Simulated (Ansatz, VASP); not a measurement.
Al2Cu in VASP and in Ansatz

```
Al Cu
1.0
    -2.02736    2.02736    2.86699
     2.02736   -2.02736    2.86699
     2.02736    2.02736   -2.86699
Al Cu
2 1
Cartesian
  0.0000 2.0274 1.4335
  2.0274 0.0000 1.4335
  0.0000 0.0000 2.8670
```

Alike in both runs: task single point; functional r2SCAN; k mesh 12 × 12 × 12; occupations gaussian, width 0.15 eV; no spin polarisation.

|  | VASP | Ansatz |
| --- | --- | --- |
| version | VASP 6.6.1 | Ansatz 0.2.0 |
| potentials or method | VASP PAW PBE potentials, release 64 (Al, Cu), cutoff 520 eV | scalar-relativistic, plane waves, PAW |
| valence electrons in the cell | 17 | 25 |

|  | VASP | Ansatz | Ansatz less VASP |
| --- | --- | --- | --- |
| gap on the k mesh at the Fermi level (eV) | none | none | - |
| pressure (GPa) | -0.1 | 0.0 | +0.11 |

VASP's potentials were made for PBE, not for r2SCAN. A gap of «none» marks a metal or a gap that the smearing closes. VASP's potentials hold 17 valence electrons a cell and Ansatz's 25, so a difference there can come from the potentials and not from the codes. Ansatz's warnings: near symmetry operations not taken.
